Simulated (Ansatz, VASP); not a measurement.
# W in VASP and in Ansatz

```
CELL_PARAMETERS angstrom
-1.58500 1.58500 1.58500
1.58500 -1.58500 1.58500
1.58500 1.58500 -1.58500
ATOMIC_POSITIONS crystal
W 0.00000 0.00000 0.00000
```

Alike in both runs: task relaxation of cell and atoms; functional PBEsol; k mesh 16 × 16 × 16; occupations gaussian, width 0.1 eV; no spin polarisation.

|  | VASP | Ansatz |
| --- | --- | --- |
| version | VASP 6.6.1 | Ansatz 0.2.0 |
| potentials or method | VASP PAW PBE potentials, release 64 (W_sv) | scalar-relativistic, plane waves, PAW |
| plane-wave cutoff (eV) | 600 | 420 |
| valence electrons in the cell | 14 | 14 |

|  | VASP | Ansatz | Ansatz less VASP |
| --- | --- | --- | --- |
| gap on the k mesh at the Fermi level, each at its own relaxed structure (eV) | none | none | - |
| relaxed volume (Å³/atom) | 15.71 | 15.67 | -0.040 |
| relaxed cell length with the largest relative difference (Å) | 2.733 | 2.731 | -0.0023 |

VASP's potentials were made for PBE, not for PBEsol. A gap of «none» marks a metal or a gap that the smearing closes.

Neither program's run includes spin-orbit coupling.
